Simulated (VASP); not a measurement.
# K (Im-3m) in VASP: a series of runs

K is run at these levels: PBEsol; tasks: single point.

Everything below comes from runs of VASP 6.6.1. Logs are shortened: lines on timing, memory, paths and dates and some standing lists are left out, and cuts for length are marked.

## (1) The cell of the first run

It takes space group Im-3m (No. 229, cubic). Conventional cell: a = 5.190 Å, b = 5.190 Å, c = 5.190 Å, α = 90.00°, β = 90.00°, γ = 90.00°. Within 5.9 Å of K (site symmetry m-3m) lie 14 K at 4.49 to 5.19 Å.

## (2) Single point, PBEsol

INCAR

```
SYSTEM = K
ALGO     = Normal         ! electronic algorithm
EDIFF    = 1E-6           ! SCF threshold, eV
ENCUT    = 500            ! plane-wave cutoff, eV
GGA      = PS             ! functional
GGA_COMPAT= .FALSE.      
ISIF     = 2              ! what is computed and relaxed
ISMEAR   = -1             ! smearing method
LASPH    = .TRUE.         ! aspherical terms in the spheres
LCHARG   = .TRUE.         ! write CHGCAR
LELF     = .TRUE.         ! ELF
LREAL    = .FALSE.        ! projectors in reciprocal space
LVHAR    = .TRUE.       
LWAVE    = .FALSE.        ! write WAVECAR
NBANDS   = 10             ! bands
NELM     = 120            ! most SCF steps
PREC     = Accurate       ! precision mode
SIGMA    = 0.05           ! smearing width, eV
```

KPOINTS

```
k-points
0
G
  6 6 6
  0 0 0
```

POSCAR

```
K
1.0
   -2.5949659146      2.5949659146      2.5949659146
    2.5949659146     -2.5949659146      2.5949659146
    2.5949659146      2.5949659146     -2.5949659146
K
1
Direct
    0.0000000000      0.0000000000      0.0000000000
```

Potentials or basis: VASP PAW PBE potentials, release 64 (K_sv).

Command:

```sh
$ cat potpaw_PBE.64/K_sv/POTCAR > POTCAR
$ mpirun -np 1 vasp_std > vasp.out
```

OUTCAR:

```text
SYSTEM = K
   EDIFF = 1E-6
   ENCUT = 500
   GGA = PS
   ISIF = 2
   ISMEAR = -1
   LASPH = .TRUE.
   LREAL = .FALSE.
   NELM = 120
   PREC = Accurate

 ion  position               nearest neighbor table
   1  0.000  0.000  0.000-

  LATTYP: Found a body centered cubic cell.
 ALAT       =     5.1899318292

  Lattice vectors:

 A1 = (  -2.5949659146,   2.5949659146,   2.5949659146)
 A2 = (   2.5949659146,  -2.5949659146,   2.5949659146)
 A3 = (   2.5949659146,   2.5949659146,  -2.5949659146)

Analysis of symmetry for initial positions (statically):
=====================================================================
 Subroutine PRICEL returns:
 Original cell was already a primitive cell.

 Routine SETGRP: Setting up the symmetry group for a
 body centered cubic supercell.

 Subroutine GETGRP returns: Found 48 space group operations
[... 9 lines left out ...]

 Routine SETGRP: Setting up the symmetry group for a
 body centered cubic supercell.

 Subroutine GETGRP returns: Found 48 space group operations
[... 11 lines left out ...]
                                     Primitive cell

  volume of cell :      69.8964

  direct lattice vectors                    reciprocal lattice vectors
    -2.594965915  2.594965915  2.594965915     0.000000000  0.192680758  0.192680758
     2.594965915 -2.594965915  2.594965915     0.192680758  0.000000000  0.192680758
     2.594965915  2.594965915 -2.594965915     0.192680758  0.192680758  0.000000000

  length of vectors
     4.494612808  4.494612808  4.494612808     0.272491741  0.272491741  0.272491741

  position of ions in fractional coordinates (direct lattice)
     0.000000000  0.000000000  0.000000000

  ion indices of the primitive-cell ions
   primitive index   ion index
                 1           1

----------------------------------------------------------------------------------------

 KPOINTS: k-points

Automatic generation of k-mesh.
 Grid dimensions read from file:
 generate k-points for:    6    6    6

 Generating k-lattice:

  Cartesian coordinates                     Fractional coordinates (reciprocal lattice)
     0.000000000  0.032113460  0.032113460     0.166666667  0.000000000  0.000000000
     0.032113460  0.000000000  0.032113460     0.000000000  0.166666667  0.000000000
     0.032113460  0.032113460  0.000000000     0.000000000  0.000000000  0.166666667

  Length of vectors
     0.045415290  0.045415290  0.045415290

  Shift w.r.t. Gamma in fractional coordinates (k-lattice)
     0.000000000  0.000000000  0.000000000

 Subroutine IBZKPT returns following result:
 ===========================================

 Found     16 irreducible k-points:

 Following reciprocal coordinates:
            Coordinates               Weight
  0.000000  0.000000  0.000000      1.000000
  0.166667  0.000000  0.000000     12.000000
  0.333333  0.000000  0.000000     12.000000
  0.500000  0.000000  0.000000      6.000000
  0.166667  0.166667  0.000000     24.000000
  0.333333  0.166667  0.000000     48.000000
  0.333333  0.333333  0.000000      8.000000
  0.166667  0.166667  0.166667      8.000000
  0.333333  0.166667  0.166667     12.000000
 -0.166667  0.166667  0.166667      6.000000
 -0.333333  0.333333  0.166667     24.000000
  0.500000  0.500000  0.166667     12.000000
 -0.333333  0.500000  0.166667     24.000000
 -0.333333  0.333333  0.333333      6.000000
  0.500000  0.500000  0.333333     12.000000
  0.500000  0.500000  0.500000      1.000000
   k-points           NKPTS =     16   k-points in BZ     NKDIM =     16   number of bands    NBANDS=     10
   number of dos      NEDOS =    301   number of ions     NIONS =      1
   total plane-waves  NPLWV =  46656
   dimension x,y,z NGX =    36 NGY =   36 NGZ =   36
   dimension x,y,z NGXF=    72 NGYF=   72 NGZF=   72
   ions per type =               1
   NGX,Y,Z   is equivalent  to a cutoff of  13.32, 13.32, 13.32 a.u.
   NGXF,Y,Z  is equivalent  to a cutoff of  26.63, 26.63, 26.63 a.u.
 SYSTEM =  K
   PREC   = accura    normal or accurate (medium, high low for compatibility)
   ISTART =      0    job   : 0-new  1-cont  2-samecut
   ICHARG =      2    charge: 1-file 2-atom 10-const
   ISPIN  =      1    spin polarized calculation?
   LNONCOLLINEAR =      F non collinear calculations
   LSORBIT =      F    spin-orbit coupling
   LASPH  =      T    aspherical Exc in radial PAW
   ENCUT  =  500.0 eV  36.75 Ry    6.06 a.u.   8.19  8.19  8.19*2*pi/ulx,y,z
   NELM   =    120;   NELMIN=  2; NELMDL= -5     # of ELM steps
   EDIFF  = 0.1E-05   stopping-criterion for ELM
   LREAL  =      F    real-space projection
   EDIFFG = 0.1E-04   stopping-criterion for IOM
   NSW    =      0    number of steps for IOM
   IBRION =     -1    ionic relax: 0-MD 1-quasi-New 2-CG
   NFREE  =      0    steps in history (QN), initial steepest desc. (CG)
   ISIF   =      2    stress and relaxation
   ISYM   =      2    0-nonsym 1-usesym 2-fastsym
   POTIM  = 0.5000    time-step for ionic-motion
   TEBEG  =    0.0;   TEEND  =   0.0 temperature during run
   PSTRESS=    0.0 pullay stress
   NELECT =       9.0000    total number of electrons
   NUPDOWN=      -1.0000    fix difference up-down
   EMIN   =  10.00;   EMAX   =-10.00  energy-range for DOS
   EFERMI =   0.00;   METHOD = LEGACY
   ISMEAR =    -1;   SIGMA  =   0.05  broadening in eV -4-tet -1-fermi 0-gaus
   EFERMI_NEDOS =   21; number of points for ismear=-14 and -15
   IALGO  =     38    algorithm
   IMIX   =      4    mixing-type and parameters
     AMIX     =   0.40;   BMIX     =  1.00
     AMIX_MAG =   1.60;   BMIX_MAG =  1.00
  volume/ion in A,a.u.               =      69.90       471.68
  Fermi-wavevector in a.u.,A,eV,Ry     =   0.826680  1.562198  9.298215  0.683400
  Thomas-Fermi vector in A             =   1.938753
   LORBIT       =      0    0 simple, 1 ext, 2 COOP (PROOUT), +10 PAW based schemes
   GGA     = PS    functional components
   LHFCALC =     F    Hartree Fock is set to
   AEXX    =    0.0000 exact exchange contribution
   IVDW    =     0    specifies the selected vdW correction
   LEPSILON=     F    determine dielectric tensor
   LRPA    =     F    only Hartree local field effects (RPA)
 non-spin polarized calculation
  energy-cutoff  :      500.00
  volume of cell :       69.90
 maximum number of plane-waves:      1830
 NGX is ok and might be reduce to    36
   NGX = 17   NGY = 17   NGZ = 17

 number of electron       8.9999999 magnetization

 Free energy of the ion-electron system (eV)
  ---------------------------------------------------
  ext. energy  EPLUGINS =         0.00000000
  ---------------------------------------------------
  free energy    TOTEN  =        -1.12096372 eV

  energy without entropy =       -1.10554518  energy(sigma->0) =       -1.11325445

 E-fermi :  -0.0363     XC(G=0):  -5.8246

 val. band max:       -0.3067971648   @ k =   0.1667   0.1667   0.1667
 cond. band min:      -0.0237877167   @ k =   0.3333   0.1667   0.0000
 fundamental gap:      0.2830094481
 Fermi energy:        -0.0363118294

 k-point     1 :       0.0000    0.0000    0.0000
  band No.  band energies     occupation
      1     -32.0162      2.00000
      2     -15.5220      2.00000
      3     -15.5220      2.00000
      4     -15.5220      2.00000
      5      -2.2877      2.00000
      6       4.2891      0.00000
      7       4.2891      0.00000
      8       4.2891      0.00000
      9       5.2432      0.00000
     10       5.2432      0.00000

 k-point     2 :       0.1667    0.0000    0.0000
  band No.  band energies     occupation
      1     -32.0148      2.00000
      2     -15.5429      2.00000
      3     -15.5289      2.00000
      4     -15.5220      2.00000
      5      -1.9315      2.00000
      6       3.6501      0.00000
      7       3.8986      0.00000
      8       4.5809      0.00000
      9       4.9874      0.00000
     10       5.1846      0.00000

 k-point     3 :       0.3333    0.0000    0.0000
  band No.  band energies     occupation
      1     -32.0122      2.00000
      2     -15.5840      2.00000
      3     -15.5427      2.00000
      4     -15.5220      2.00000
      5      -0.9321      2.00000
      6       2.1279      0.00000
      7       3.3425      0.00000
      8       5.0910      0.00000
      9       5.3112      0.00000
     10       5.4221      0.00000

 k-point     4 :       0.5000    0.0000    0.0000
  band No.  band energies     occupation
      1     -32.0108      2.00000
      2     -15.6043      2.00000
      3     -15.5495      2.00000
      4     -15.5220      2.00000
      5       0.3851      0.00044
      6       0.6575      0.00000
      7       3.1237      0.00000
      8       4.9286      0.00000
      9       5.7883      0.00000
     10       6.0567      0.00000

 k-point     5 :       0.1667    0.1667    0.0000
  band No.  band energies     occupation
      1     -32.0128      2.00000
      2     -15.5708      2.00000
      3     -15.5375      2.00000
      4     -15.5268      2.00000
      5      -1.2518      2.00000
      6       2.8022      0.00000
      7       3.1997      0.00000
      8       4.8644      0.00000
      9       4.9917      0.00000
     10       5.5826      0.00000

 k-point     6 :       0.3333    0.1667    0.0000
  band No.  band energies     occupation
      1     -32.0108      2.00000
      2     -15.5938      2.00000
      3     -15.5537      2.00000
      4     -15.5285      2.00000
      5      -0.0238      0.87541
      6       1.4738      0.00000
      7       2.6965      0.00000
      8       4.7317      0.00000
      9       5.4011      0.00000
     10       5.8254      0.00000

 k-point     7 :       0.3333    0.3333    0.0000
  band No.  band energies     occupation
      1     -32.0102      2.00000
      2     -15.5786      2.00000
      3     -15.5786      2.00000
      4     -15.5323      2.00000
      5       1.1620      0.00000
      6       1.1620      0.00000
      7       1.5859      0.00000
      8       4.6559      0.00000
      9       5.4100      0.00000
     10       5.4100      0.00000

 k-point     8 :       0.1667    0.1667    0.1667
  band No.  band energies     occupation
      1     -32.0113      2.00000
      2     -15.5868      2.00000
      3     -15.5404      2.00000
      4     -15.5404      2.00000
      5      -0.3068      1.99109
      6       2.2290      0.00000
      7       2.2290      0.00000
      8       4.4758      0.00000
      9       5.6351      0.00000
     10       5.6351      0.00000

 k-point     9 :       0.3333    0.1667    0.1667
  band No.  band energies     occupation
      1     -32.0106      2.00000
      2     -15.5829      2.00000
      3     -15.5590      2.00000
      4     -15.5418      2.00000
      5       0.9953      0.00000
      6       1.0473      0.00000
      7       2.0413      0.00000
      8       3.7904      0.00000
      9       5.7489      0.00000
     10       5.8528      0.00000

 k-point    10 :      -0.1667    0.1667    0.1667
  band No.  band energies     occupation
      1     -32.0136      2.00000
      2     -15.5468      2.00000
      3     -15.5361      2.00000
      4     -15.5361      2.00000
      5      -1.5857      2.00000
      6       3.7219      0.00000
      7       3.7689      0.00000
      8       3.7689      0.00000
      9       4.7065      0.00000
     10       5.7202      0.00000

 k-point    11 :      -0.3333    0.3333    0.1667
  band No.  band energies     occupation
      1     -32.0110      2.00000
      2     -15.5803      2.00000
      3     -15.5503      2.00000
      4     -15.5378      2.00000
      5      -0.6165      1.99998
      6       2.2669      0.00000
      7       3.4018      0.00000
      8       3.8917      0.00000
      9       5.3460      0.00000
     10       5.4323      0.00000

 k-point    12 :       0.5000    0.5000    0.1667
  band No.  band energies     occupation
      1     -32.0098      2.00000
      2     -15.5985      2.00000
      3     -15.5575      2.00000
      4     -15.5370      2.00000
      5       0.7375      0.00000
      6       0.8089      0.00000
      7       3.2308      0.00000
      8       3.7386      0.00000
      9       5.3377      0.00000
     10       6.5761      0.00000

 k-point    13 :      -0.3333    0.5000    0.1667
  band No.  band energies     occupation
      1     -32.0093      2.00000
      2     -15.5883      2.00000
      3     -15.5699      2.00000
      4     -15.5432      2.00000
      5       0.5155      0.00003
      6       1.6550      0.00000
      7       2.4209      0.00000
      8       4.2703      0.00000
      9       4.7695      0.00000
     10       5.8767      0.00000

 k-point    14 :      -0.3333    0.3333    0.3333
  band No.  band energies     occupation
      1     -32.0088      2.00000
      2     -15.5761      2.00000
      3     -15.5656      2.00000
      4     -15.5656      2.00000
      5       0.2389      0.00810
      6       2.1500      0.00000
      7       3.4526      0.00000
      8       3.4526      0.00000
      9       4.1002      0.00000
     10       5.7425      0.00000

 k-point    15 :       0.5000    0.5000    0.3333
  band No.  band energies     occupation
      1     -32.0077      2.00000
      2     -15.5869      2.00000
      3     -15.5732      2.00000
      4     -15.5665      2.00000
      5       1.2342      0.00000
      6       1.4582      0.00000
      7       3.0475      0.00000
      8       3.4446      0.00000
      9       4.2404      0.00000
     10       6.3730      0.00000

 k-point    16 :       0.5000    0.5000    0.5000
  band No.  band energies     occupation
      1     -32.0066      2.00000
      2     -15.5811      2.00000
      3     -15.5811      2.00000
      4     -15.5811      2.00000
      5       1.5933      0.00000
      6       1.5933      0.00000
      7       3.5497      0.00000
      8       3.5497      0.00000
      9       3.5497      0.00000
     10       5.7909      0.00000

------------------------ aborting loop because EDIFF is reached ----------------------------------------

  FORCE on cell =-STRESS in cart. coord.  units (eV):
  Direction    XX          YY          ZZ          XY          YZ          ZX
  --------------------------------------------------------------------------------------
  -------------------------------------------------------------------------------------
  Total        0.0321726      0.0321726      0.0321726      0.0000000      0.0000000      0.0000000
  in kB        0.7374654      0.7374654      0.7374654      0.0000000      0.0000000      0.0000000
  external PRESSURE =       0.7374654 kB  Pullay stress =       0.0000000 kB

 VOLUME and BASIS-vectors are now :
 -----------------------------------------------------------------------------
  energy-cutoff  :      500.00
  volume of cell :       69.90
      direct lattice vectors                 reciprocal lattice vectors
    -2.594965915  2.594965915  2.594965915     0.000000000  0.192680758  0.192680758
     2.594965915 -2.594965915  2.594965915     0.192680758  0.000000000  0.192680758
     2.594965915  2.594965915 -2.594965915     0.192680758  0.192680758  0.000000000

 POSITION                                       TOTAL-FORCE (eV/Angst)
 -----------------------------------------------------------------------------------
      0.00000      0.00000      0.00000        -0.000000     -0.000000     -0.000000
 -----------------------------------------------------------------------------------
    total drift:                               -0.000000      0.000000      0.000000

  FREE ENERGIE OF THE ION-ELECTRON SYSTEM (eV)
  ---------------------------------------------------
  free  energy   TOTEN  =        -1.1209637184 eV

  energy  without entropy=       -1.1055451819  energy(sigma->0) =       -1.11325445
```

It took 22 s on 1 thread of Intel Xeon 8259CL, shared host; peak memory 0.2 GiB.

Results:

```yaml
Free_energy: -1.1210 eV
Pressure: 0.1 GPa
```

Caveat: the PAW data sets were made with another functional, which shifts forces and pressure a little.

[end of part 1 of 2]
